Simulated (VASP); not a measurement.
PrScO:

```
CELL_PARAMETERS angstrom
3.51887 0.00000 0.00000
0.00000 3.70523 0.00000
0.00000 0.00000 4.36080
ATOMIC_POSITIONS crystal
Pr 0.00000 0.00000 0.50000
Sc 0.50000 0.50000 0.00000
O 0.50000 0.50000 0.50000
```

The cell was built from a structure type or drawn by symmetry, and may not be a known phase.

```yaml
Program: VASP 6.6.1
Task: relaxation of cell and atoms
Functional: PBE
Potentials_or_basis: VASP PAW PBE potentials, release 64 (Pr_3, Sc_sv, O), 4f in core
Cutoff: 600 eV
k_mesh: 6 × 6 × 4
Occupations: gaussian, width 0.1 eV
Spin: no spin polarisation
```

At the start: pressure 2.0 GPa; volume 18.95 Å³/atom.

**Question.** How do energy, volume and symmetry change on relaxing?

**Answer.** Over 6 steps the energy falls by 24.7 meV/atom and the volume is 19.55 Å³/atom (+3.2 %); space group Pmmm (No. 47, to 0.1 Å) before, P4/mmm (No. 123, to 0.1 Å).

Step by step:
| step | energy change (eV) | largest force (eV/Å) | pressure (GPa) | volume (Å³) |
| --- | --- | --- | --- | --- |
| 1 | 0.0000 | 0.0000 | 2.04 | 56.86 |
| 2 | -0.0665 | 0.0000 | -0.54 | 58.82 |
| 3 | -0.0692 | 0.0000 | -1.06 | 59.35 |
| 4 | -0.0721 | 0.0000 | 0.67 | 58.39 |
| 5 | -0.0730 | 0.0000 | 0.10 | 58.69 |
| 6 | -0.0742 | 0.0000 | 0.04 | 58.66 |

Final structure:
```
Pr Sc O
1.0
     3.70581    0.00000    0.00000
     0.00000    3.71988    0.00000
     0.00000    0.00000    4.25548
Pr Sc O
1 1 1
Direct
  0.00000 0.00000 0.50000
  0.50000 0.50000 0.00000
  0.50000 0.50000 0.50000
```

Caveat: the k points lie up to 0.37 Å⁻¹ apart in the final cell, too coarse for converged energies and pressures of a metal; the run has no spin polarisation, though such a crystal can be magnetic.
